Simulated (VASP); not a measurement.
# Al14CN16 (a cell with a defect) (C_Al-V_Al) in VASP: a series of runs, part 2 of 2

VASP 6.6.1. The steps go on from the part before.

## (4) Single point, PBE, collinear spin

Contents of INCAR:

```
SYSTEM = Al14CN16
ALGO = Normal ; EDIFF = 1E-6
ENCUT = 520 ; GGA = PE
ISIF = 2 ; ISMEAR = 0
ISPIN = 2 ; LASPH = .True.
LCHARG = .True. ; LELF = .True.
LORBIT = 11 ; LREAL = Auto
LVHAR = .True. ; LWAVE = .False.
MAGMOM = 0.01 0.1 0.19 0.02 0.29 0.33 0.01 0.03 0 0.44 0.01 0.03 0 0.01 0.02 0 0 0 0 0 0 0 0 0 0 0 0 0 0 0 0 ; NBANDS = 88
NELM = 150 ; NUPDOWN = 2.0
PREC = Accurate ; SIGMA = 0.01
```

Contents of KPOINTS:

```
Automatic mesh
0
Gamma
  1 1 1
  0.25 0.25 0.25
```

Contents of POSCAR:

```
Al14CN16
1.0
    6.2595139128      0.0000000578      0.0000000000
   -3.1297570064      5.4208980350      0.0000000000
    0.0000000000      0.0000000000     10.0348065929
C N Al
1 16 14
Direct
    0.3855707494      0.1141777237      0.2660966526
    0.3677334716      0.1331877984      0.3981675334
    0.1397163593      0.3568532437      0.1813572990
    0.3239614161      0.1750435199      0.9385882457
    0.1612154193      0.3402226469      0.7020453557
    0.3429120532      0.6809412620      0.4421872369
    0.2128642038      0.8851701494      0.1983605655
    0.3306235857      0.6796674761      0.9397519324
    0.1643657991      0.8418523740      0.6869067922
    0.8014300595      0.1467329205      0.4395724306
    0.6131104536      0.2872177064      0.1975201627
    0.8201949831      0.1688918833      0.9396969966
    0.6588303708      0.3362920090      0.6869135187
    0.8335202783      0.6677468439      0.4391367147
    0.6693006728      0.8267040169      0.1894126809
    0.8326369576      0.6668568798      0.9494542883
    0.6665691071      0.8336486490      0.6956836223
    0.3251491871      0.1749135373      0.7475091820
    0.1572493650      0.3421704913      0.9967606696
    0.3390941823      0.6568950518      0.2584530817
    0.1633260963      0.8237070275      0.4982608300
    0.3286707717      0.6720879630      0.7472108051
    0.1748163388      0.8497818839      1.0026221826
    0.8370017858      0.1575712282      0.2553591292
    0.6732867093      0.3392432363      0.4987313318
    0.8282781140      0.1713162423      0.7468616046
    0.6494407285      0.3248575427      1.0020792447
    0.8322246400      0.6680431455      0.2542516330
    0.6629273576      0.8263399286      0.5070573740
    0.8317910347      0.6692338243      0.7538696020
    0.6627543644      0.8359587860      0.9998716068
```

Command:

```console
$ cat potpaw_PBE.64/C/POTCAR potpaw_PBE.64/N/POTCAR potpaw_PBE.64/Al/POTCAR > POTCAR
$ mpirun -np 1 vasp_std > vasp.out
```

Run time: 7.5 min. Hardware: 1 thread of Intel Xeon 6975P-C (Granite Rapids), shared host; peak memory 0.71 GiB.

Results (log left out):

* Free energy: -229.5692 eV
* Pressure: -2.2 GPa
* Largest force: 0.393 eV/Å
* Net moment: 2.00 μB per cell
* Site moments: C +0.01; N +0.11, +0.13, +0.02, +0.28, +0.34, +0.01, +0.03, -0.00, +0.40, +0.00; Al -0.00, +0.00, -0.01 μB
* Valence electrons inside the program's atomic spheres: C 2.40; N 3.84, 3.79, 3.85, 3.76, 3.77, 3.83, 3.75, 3.87, 3.80; Al 0.81, 0.80, 0.79, 0.75, 0.82

Forces in eV/Å, atoms in the order of the input:
```
C   -0.071  0.013  0.037
N    0.031 -0.122  0.114
N   -0.244  0.150  0.150
N    0.090 -0.045 -0.142
N   -0.228  0.080 -0.001
N    0.156 -0.032 -0.012
N   -0.294 -0.228 -0.013
N    0.182 -0.155 -0.121
N   -0.129  0.048  0.036
N    0.216 -0.055  0.014
N    0.063  0.336 -0.021
N    0.178 -0.112 -0.137
N   -0.141  0.110  0.084
N    0.069 -0.098  0.083
N   -0.072  0.035  0.093
N    0.203 -0.098 -0.060
N   -0.164  0.062 -0.167
Al   0.277 -0.154  0.059
Al  -0.162  0.105  0.198
Al   0.047 -0.120 -0.352
Al  -0.207  0.325 -0.081
Al   0.115  0.107  0.105
Al  -0.127  0.012  0.133
Al   0.134  0.017 -0.116
Al  -0.196 -0.137 -0.159
Al  -0.015 -0.134  0.074
Al  -0.072  0.097  0.126
Al   0.124 -0.071 -0.132
Al   0.211  0.088  0.127
Al   0.129 -0.083  0.045
Al  -0.105  0.057  0.039
```

Stress tensor (GPa, compression positive):
```
-1.13 -2.97 -0.07
-2.97 -4.63  0.37
-0.07  0.37 -0.81
```

Caveat: the k points lie up to 1.16 Å⁻¹ apart; the total moment is fixed, so each spin has its own Fermi level.

## (5) Single point, PBE

Contents of INCAR:

```
  ALGO = Normal
  EDIFF = 1E-6
  ENCUT = 520
  GGA = PE
  ISIF = 2
  ISMEAR = 0
  LASPH = T
  LCHARG = F
  LREAL = Auto
  LWAVE = F
  NBANDS = 84
  NELM = 100
  PREC = Accurate
  SIGMA = 0.01
```

KPOINTS is that of step 4.

Contents of POSCAR:

```
Al14CN16
1.0
    6.2595139102      0.0000000601      0.0000000000
   -3.1297570100      5.4208980298      0.0000000000
    0.0000000000      0.0000000000     10.0348065900
C N Al
1 16 14
Direct
    0.3823825994      0.1199386155      0.2685037601
    0.3605146670      0.1424766871      0.3979204342
    0.1335468361      0.3672938698      0.1840192285
    0.3235940051      0.1769952728      0.9390290298
    0.1621860257      0.3396772200      0.6978210234
    0.3768626355      0.7125697117      0.4393347468
    0.2134180101      0.8896618181      0.1996394099
    0.3320834333      0.6794904945      0.9388218871
    0.1688847562      0.8419035705      0.6861224325
    0.7866484691      0.1240315608      0.4386110710
    0.6113741358      0.2893782325      0.1993267911
    0.8211301763      0.1688314372      0.9391617238
    0.6602594813      0.3331513289      0.6861361497
    0.8436130978      0.6594592316      0.4386581007
    0.6735903041      0.8273343064      0.1865331071
    0.8353908626      0.6654401091      0.9488850342
    0.6718905099      0.8304681522      0.6980000285
    0.3271379955      0.1746431093      0.7478300424
    0.1566682713      0.3445712214      1.0015212876
    0.3455787301      0.6670371873      0.2539645839
    0.1739315268      0.8332621319      0.4972424283
    0.3325631498      0.6719791940      0.7470278738
    0.1766210687      0.8505470185      1.0037885897
    0.8330939836      0.1556868905      0.2535375397
    0.6692516865      0.3289657688      0.4972167384
    0.8299511945      0.1694872188      0.7473616056
    0.6501440690      0.3246216817      1.0037268766
    0.8353022548      0.6668624758      0.2526857214
    0.6820108570      0.8204790709      0.5117515357
    0.8367203926      0.6652909792      0.7552369396
    0.6658372316      0.8351821146      0.9980453028
```

Command:

```console
$ cat potpaw_PBE.64/C/POTCAR potpaw_PBE.64/N/POTCAR potpaw_PBE.64/Al/POTCAR > POTCAR
$ mpirun -np 1 vasp_std > vasp.out
```

It took 4 min on 1 thread of Intel Xeon 6975P-C (Granite Rapids), shared host; peak memory 0.46 GiB.

Results (log left out):

* Free energy: -229.4886 eV
* Pressure: -2.2 GPa
* Largest force: 0.351 eV/Å
* Band gap on the k mesh: 0.23 eV

Forces in eV/Å, atoms in the order of the input:
```
C   -0.031 -0.008 -0.235
N    0.103 -0.099  0.273
N   -0.202  0.107  0.114
N    0.134 -0.066 -0.005
N   -0.184  0.105  0.033
N   -0.075 -0.164 -0.136
N   -0.288 -0.199 -0.009
N    0.166 -0.089  0.058
N   -0.144  0.045  0.033
N    0.155  0.176 -0.111
N    0.094  0.315 -0.001
N    0.183 -0.073  0.031
N   -0.130  0.105  0.033
N    0.047 -0.052  0.019
N   -0.018  0.025  0.100
N    0.215 -0.099  0.020
N   -0.124  0.064 -0.164
Al   0.066 -0.031  0.036
Al  -0.142  0.059 -0.086
Al   0.047 -0.085 -0.085
Al  -0.095  0.143 -0.006
Al   0.085 -0.137  0.044
Al  -0.095  0.053  0.029
Al   0.121  0.007 -0.117
Al  -0.188  0.026  0.013
Al   0.161 -0.009  0.041
Al  -0.087  0.051  0.022
Al   0.130 -0.069 -0.072
Al   0.099 -0.087  0.179
Al   0.144 -0.084 -0.008
Al  -0.145  0.071 -0.047
```

Stress tensor (GPa, compression positive):
```
-1.09 -3.04  0.21
-3.04 -4.59 -0.09
 0.21 -0.09 -0.89
```

Levels at points of the mesh, in eV from the valence-band top:
```tsv
k point	band 59	band 60	band 61	band 62	band 63	band 64	band 65	band 66	band 67	band 68
(0.25, 0.25, 0.25)	-1.12	-1.03	-0.76	-0.48	0.00	0.23	3.62	4.60	5.10	5.34
```

Caveat: the k points lie up to 1.16 Å⁻¹ apart.
